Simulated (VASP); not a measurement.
Crystal: NaZr3.

```
Na Zr
1.0
     4.07918    0.00000    0.00000
     0.00000    4.07918    0.00000
     0.00000    0.00000    4.07918
Na Zr
1 3
Direct
  0.00000 0.00000 0.00000
  0.00000 0.50000 0.50000
  0.50000 0.00000 0.50000
  0.50000 0.50000 0.00000
```

| Property | Result |
| --- | --- |
| Program | VASP 6.6.1 |
| Task | relaxation of cell and atoms |
| Functional | PBE |
| Potentials or basis | VASP PAW PBE potentials, release 64 (Na_pv, Zr_sv) |
| Cutoff | 500 eV |
| k mesh | 4 × 4 × 4 |
| Occupations | gaussian, width 0.1 eV |
| Spin | no spin polarisation |

At the start: pressure 36.6 GPa; volume 16.97 Å³/atom.

**Question.** How do energy, volume and symmetry change on relaxing?

**Answer.** Over 3 steps the energy falls by 567.6 meV/atom and the volume is 23.26 Å³/atom (+37.1 %); space group Pm-3m (No. 221, to 0.1 Å) before and after.

The path:
```
step  energy change (eV)  largest force (eV/Å)  pressure (GPa)  volume (Å³)
   1              0.0000                0.0000           36.64        67.88
   2             -1.5621                0.0000           -9.49       113.59
   3             -2.2706                0.0000           -0.01        93.06
```

Final structure:
```cif
data_structure
_symmetry_space_group_name_H-M 'P 1'
_symmetry_Int_Tables_number 1
_cell_length_a 4.5316
_cell_length_b 4.5316
_cell_length_c 4.5316
_cell_angle_alpha 90.000
_cell_angle_beta 90.000
_cell_angle_gamma 90.000
_cell_volume 93.06
loop_
_atom_site_label
_atom_site_type_symbol
_atom_site_fract_x
_atom_site_fract_y
_atom_site_fract_z
_atom_site_occupancy
Na1 Na 0.00000 0.00000 0.00000 1
Zr1 Zr 0.00000 0.50000 0.50000 1
Zr2 Zr 0.50000 0.00000 0.50000 1
Zr3 Zr 0.50000 0.50000 0.00000 1
```

Caveat: the k points lie up to 0.35 Å⁻¹ apart in the final cell, too coarse for converged energies and pressures of a metal; the volume moved by over 15 % at a fixed basis, so the end points are rough.
